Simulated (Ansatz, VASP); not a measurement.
One calculation of MoS2, two programs

The input INCAR:

```
SYSTEM = MoS2
ALGO = Normal
EDIFF = 1E-7
ENCUT = 520
GGA = PE
ISIF = 2
ISMEAR = -1
LASPH = .TRUE.
LCHARG = .FALSE.
LREAL = .FALSE.
LWAVE = .FALSE.
NBANDS = 20
NELM = 100
PREC = Accurate
SIGMA = 0.05
```

File KPOINTS:

```
k-points
0
G
  13 13 13
  0 0 0
```

POSCAR

```
MoS2
1.0
    1.5815003568      0.9130796567      5.9396301000
   -1.5815003568      0.9130796567      5.9396301000
    0.0000000000     -1.8261593134      5.9396301000
Mo S
1 2
Direct
    0.0000000000      0.0000000000      0.0000000000
    0.7484000000      0.7484000000      0.7484000000
    0.5849000000      0.5849000000      0.5849000000
```

Input for Ansatz:

```yaml
crystal:
  lattice:
    - [1.5815003568, 0.9130796567, 5.9396301]
    - [-1.5815003568, 0.9130796567, 5.9396301]
    - [0.0, -1.8261593134, 5.9396301]
  atoms:
    - { symbol: Mo, position: [0.0, 0.0, 0.0] }
    - { symbol: S, position: [0.7484, 0.7484, 0.7484] }
    - { symbol: S, position: [0.5849, 0.5849, 0.5849] }
kpoints:
  mp_grid: { grid: [13, 13, 13] }
  band_path:
    path:
      - [0.0, 0.0, 0.0]
      - [0.5, 0.5, 0.5]
      - [0.8175787372, 0.1824212628, 0.5]
      - [0.5, -0.1824212628, 0.1824212628]
      - [0.5, 0.0, 0.0]
      - [0.0, 0.0, 0.0]
      - [0.3412106314, -0.3412106314, 0.0]
      - [0.6587893686, 0.0, 0.3412106314]
      - [0.5, 0.0, 0.5]
    npoints: 5
scf:
  occupations: { method: fermi_dirac, width: 0.05 }
hamiltonian:
  xc: pbe
  pseudopotentials: { kind: all_electron, lapw: { basis_error: 0.0005 } }
output:
  forces: true
  stress: true
  eigenvalues: true
```

Change from the starting cell: zz strain of -3 %.

Alike in both runs: task single point; functional PBE; k mesh 13 × 13 × 13; occupations fermi-dirac, width 0.05 eV; no spin polarisation.

|  | VASP | Ansatz |
| --- | --- | --- |
| version | VASP 6.6.1 | Ansatz 0.2.0 |
| potentials or method | VASP PAW PBE potentials, release 64 (Mo_sv, S), cutoff 520 eV | all-electron LAPW, scalar-relativistic |

|  | VASP | Ansatz | Ansatz less VASP |
| --- | --- | --- | --- |
| pressure (GPa) | 15.1 | 15.3 | +0.22 |
| traceless stress, the component that is largest in VASP (GPa) | 8.58 | 8.62 | +0.043 |
| rms of the force components (eV/Å) | 1.078 | 1.090 | +0.0115 |

Atom by atom the forces differ by 0.012 eV/Å (rms over components). Ansatz ran all-electron here, and VASP with PAW potentials.
